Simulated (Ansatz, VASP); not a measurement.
Two plane-wave programs on CoSi

```xyz
2
Lattice="2.7813 0.0000 0.0000 0.0000 2.7813 0.0000 0.0000 0.0000 2.7813" Properties=species:S:1:pos:R:3 pbc="T T T"
Co    0.0000    0.0000    0.0000
Si    1.3907    1.3907    1.3907
```

Alike in both runs: functional PBE-based screened hybrid; k mesh 5 × 5 × 5; occupations fermi-dirac, width 0.05 eV; collinear spin.

|  | VASP | Ansatz |
| --- | --- | --- |
| version | VASP 6.6.1 | Ansatz 0.2.0 |
| potentials or method | VASP PAW PBE potentials, release 64 (Co, Si) | Ansatz PAW |
| plane-wave cutoff (eV) | 520 | 420 |
| valence electrons in the cell | 13 | 21 |
| task | single point | band structure |

|  | VASP | Ansatz | Ansatz less VASP |
| --- | --- | --- | --- |
| gap on the k mesh at the Fermi level (eV) | none | none | - |
| pressure (GPa) | -2.6 | -2.6 | +0.05 |
| net moment per atom (μB) | 0.44 | 0.44 | 0.000 |
| size of the moment on the site where the two differ most (μB) | 0.97 | 1.04 | +0.066 |

VASP's potentials were made for PBE, not for PBE-based screened hybrid. Site moments also hang on the region over which each program counts them. A gap of «none» marks a metal or a gap that the smearing closes. VASP's potentials hold 13 valence electrons a cell and Ansatz's 21, so a difference there can come from the potentials and not from the codes.

The k mesh is coarse, so the values compare programs but aren't converged. Noted on Ansatz's run: the magnetic or orbital state may not be the lowest.
